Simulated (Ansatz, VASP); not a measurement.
**TiC3 in VASP and in Ansatz**

```
Ti C
1.0
     3.20018    0.00000    0.00000
     0.00000    3.20018    0.00000
     0.00000    0.00000    3.20018
Ti C
1 3
Direct
  0.00000 0.00000 0.00000
  0.00000 0.50000 0.50000
  0.50000 0.00000 0.50000
  0.50000 0.50000 0.00000
```

Alike in both runs: functional r2SCAN; k mesh 6 × 6 × 6; occupations gaussian, width 0.1 eV; no spin polarisation.

Ansatz relaxed the structure, and its values are those at the end. VASP's run is a single point on that final structure, the one shown.

```csv
,VASP,Ansatz
version,VASP 6.6.1,Ansatz 0.2.0
potentials or method,"VASP PAW PBE potentials, release 64 (Ti_sv, C), cutoff 520 eV","scalar-relativistic, plane waves, PAW"
valence electrons in the cell,24,24
```

```csv
,VASP,Ansatz,Ansatz less VASP
gap on the k mesh at the Fermi level (eV),none,none,-
pressure (GPa),1.1,0.0,-1.15
```

VASP's potentials were made for PBE, not for r2SCAN. A gap of «none» marks a metal or a gap that the smearing closes. The functional is the same, so the differences come from potentials, cutoffs and numerics.
